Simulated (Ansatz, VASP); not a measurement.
# One calculation of TiO2, two programs

```xyz
6
Lattice="-1.7961 1.7961 5.5219 1.7961 -1.7961 5.5219 1.7961 1.7961 -5.5219" Properties=species:S:1:pos:R:3 pbc="T T T"
Ti    0.0000    0.0000    0.0000
Ti    0.0000    1.7961    2.7610
O     0.0000    0.0000    2.0971
O     0.0000    1.7961    4.8581
O     0.0000    1.7961    0.6638
O     0.0000    0.0000    8.9467
```

Alike in both runs: task single point; functional PBE; k mesh 8 × 8 × 8; occupations gaussian, width 0.05 eV; no spin polarisation; Hubbard terms Ti d U = 4.0 eV.

|  | VASP | Ansatz |
| --- | --- | --- |
| version | VASP 6.6.1 | Ansatz 0.2.0 |
| potentials or method | VASP PAW PBE potentials, release 64 (Ti_sv, O), cutoff 520 eV | scalar-relativistic, plane waves, PAW |
| valence electrons in the cell | 48 | 48 |

Ansatz gave:

| Item | Value |
| --- | --- |
| gap on the k mesh at the Fermi level (eV) | 3.07 |
| least direct gap on the mesh (eV) | 3.32 |
| pressure (GPa) | 4.6 |
| traceless stress, the component that is largest in VASP (GPa) | -9.18 |
| rms of the force components (eV/Å) | 0.347 |

Problem. What did VASP give for the same quantities?

Solution. gap on the k mesh at the Fermi level (eV): 3.14; least direct gap on the mesh (eV): 3.40; pressure (GPa): 9.3; traceless stress, the component that is largest in VASP (GPa): -10.55; rms of the force components (eV/Å): 0.337.

The programs project onto different local orbitals, so the same U acts differently, and such runs can settle in different states. Atom by atom the forces differ by 0.011 eV/Å (rms over components).
